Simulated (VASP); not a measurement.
Runs of VASP 6.6.1 on Al. The structure is that of space group P6_3/mmc (No. 194), or close to it. The cells are those of the table. This isn't the form of Al at room conditions, which is fcc.

```tsv
cell	gap on the mesh (eV)	pressure (GPa)
a = 2.755, b = 2.755, c = 4.767 Å, angles 90.0, 90.0, 120.0°, 2 atoms	none	1.8
a = 2.849, b = 2.849, c = 4.931 Å, angles 90.0, 90.0, 120.0°, 2 atoms	none	-6.1
a = 2.794, b = 2.794, c = 4.834 Å, angles 90.0, 90.0, 120.0°, 2 atoms	none	(b)
a = 2.774, b = 2.774, c = 4.801 Å, angles 90.0, 90.0, 120.0°, 2 atoms	none	-0.1
a = 2.812, b = 2.812, c = 4.867 Å, angles 90.0, 90.0, 120.0°, 2 atoms	none	-3.5
a = 2.831, b = 2.831, c = 4.899 Å, angles 90.0, 90.0, 120.0°, 2 atoms	none	-4.9
a = 2.868, b = 2.868, c = 4.962 Å, angles 90.0, 90.0, 120.0°, 2 atoms	none	(a)
```

Alike in all rows: task single point; level r2SCAN; potentials or basis VASP PAW PBE potentials, release 64 (Al); no spin polarisation; k mesh 12 × 12 × 6; cutoff (eV) 550; smearing methfessel-paxton 0.05 eV.

Q: Fill in the values left out.

A: (a) -7.2; (b) -1.9.

Caveats: the PAW data sets were made with another functional, which shifts forces and pressure a little; the cell stands under tension (at least some runs).

A gap of «none» marks levels without a gap at the run's occupations.
